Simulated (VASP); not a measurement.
SrTiO3, 5 atoms in the cell. It takes space group Pm-3m (No. 221, cubic). The conventional cell has a = 3.936 Å, b = 3.936 Å, c = 3.936 Å, α = 90.00°, β = 90.00°, γ = 90.00°. Within 3.7 Å of Sr (site symmetry m-3m) lie 12 O at 2.78 Å and 8 Ti at 3.41 Å. Ti (site symmetry m-3m) has 6 O at 1.97 Å within 2.6 Å. O (site symmetry 4/mmm) has 2 Ti at 1.97 Å within 2.6 Å. 

- Program: VASP 6.6.1
- Task: relaxation of cell and atoms
- Functional: PBEsol
- Potentials or basis: VASP PAW PBE potentials, release 64 (Sr_sv, Ti_sv, O)
- Cutoff: 600 eV
- k mesh: 6 × 6 × 6
- Occupations: fermi-dirac, width 0.02 eV
- Spin: no spin polarisation
- Dipole correction: no
- Further INCAR settings: ALGO = Normal; EDIFF = 1e-06; IBRION = 2; EDIFFG = -0.005; NSW = 80; ISIF = 3

Potentials or basis: VASP PAW PBE potentials, release 64 (Sr_sv, Ti_sv, O).

Launch:

```bash
$ cat potpaw_PBE.64/Sr_sv/POTCAR potpaw_PBE.64/Ti_sv/POTCAR potpaw_PBE.64/O/POTCAR > POTCAR
$ mpirun -np 1 vasp_std > vasp.out
```

Hardware: 1 thread of AMD EPYC 7R13 Processor (Zen 3), with other jobs on the host.

**Question.** Estimate the wall time of this run.

**Answer.** It took 67 s on 1 thread of AMD EPYC 7R13 Processor (Zen 3), on a shared host, peak memory 0.18 GiB. Counts: scf iterations 36, k points 20, ion steps 3.
